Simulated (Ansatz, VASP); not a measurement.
# Al2Cu in VASP and in Ansatz

INCAR

```
SYSTEM = Al2Cu
PREC = Accurate
ENCUT = 520
EDIFF = 1E-6
ISMEAR = 0
SIGMA = 0.1
LREAL = .False.
LASPH = .True.
NELM = 100
ALGO = Normal
ISIF = 2
LWAVE = .False.
LCHARG = .True.
GGA = PS
LELF = .True.
LVHAR = .True.
NBANDS = 16
```

KPOINTS

```
regular mesh
0
Gamma
  2 2 4
  0 0 0
```

File POSCAR:

```
Al2Cu
1.0
    4.1051820000      0.0000000000      0.0000000000
    0.0000000000      4.1051820000      0.0000000000
    0.0000000000      0.0000000000      2.8913130000
Al Cu
2 1
Direct
    0.5000000000      0.0000000000      0.5000000000
    0.0000000000      0.5000000000      0.5000000000
    0.0000000000      0.0000000000      0.0000000000
```

Input for Ansatz:

```yaml
crystal:
  lattice:
    - [4.105182, 0.0, 0.0]
    - [0.0, 4.105182, 0.0]
    - [0.0, 0.0, 2.891313]
  atoms:
    - { symbol: Al, position: [0.5, 0.0, 0.5] }
    - { symbol: Al, position: [0.0, 0.5, 0.5] }
    - { symbol: Cu, position: [0.0, 0.0, 0.0] }
basis:
  ecutwfc: 420
kpoints:
  mp_grid: { grid: [2, 2, 4] }
hamiltonian:
  xc: pbesol
scf:
  occupations: { method: gaussian, width: 0.1 }
output:
  forces: true
  stress: true
  eigenvalues: true
```

Alike in both runs: task single point; functional PBEsol; k mesh 2 × 2 × 4; occupations gaussian, width 0.1 eV; no spin polarisation.

|  | VASP | Ansatz |
| --- | --- | --- |
| version | VASP 6.6.1 | Ansatz 0.2.0 |
| potentials or method | VASP PAW PBE potentials, release 64 (Al, Cu), cutoff 520 eV | scalar-relativistic, plane waves, PAW |
| valence electrons in the cell | 17 | 25 |

|  | VASP | Ansatz | Ansatz less VASP |
| --- | --- | --- | --- |
| gap on the k mesh at the Fermi level (eV) | none | none | - |
| pressure (GPa) | 1.6 | 1.0 | -0.63 |
| traceless stress, the component that is largest in VASP (GPa) | 5.34 | 5.43 | +0.094 |

VASP's potentials were made for PBE, not for PBEsol. A gap of «none» marks a metal or a gap that the smearing closes. VASP's potentials hold 17 valence electrons a cell and Ansatz's 25, so a difference there can come from the potentials and not from the codes.

The k mesh is coarse, so the values compare programs but aren't converged.
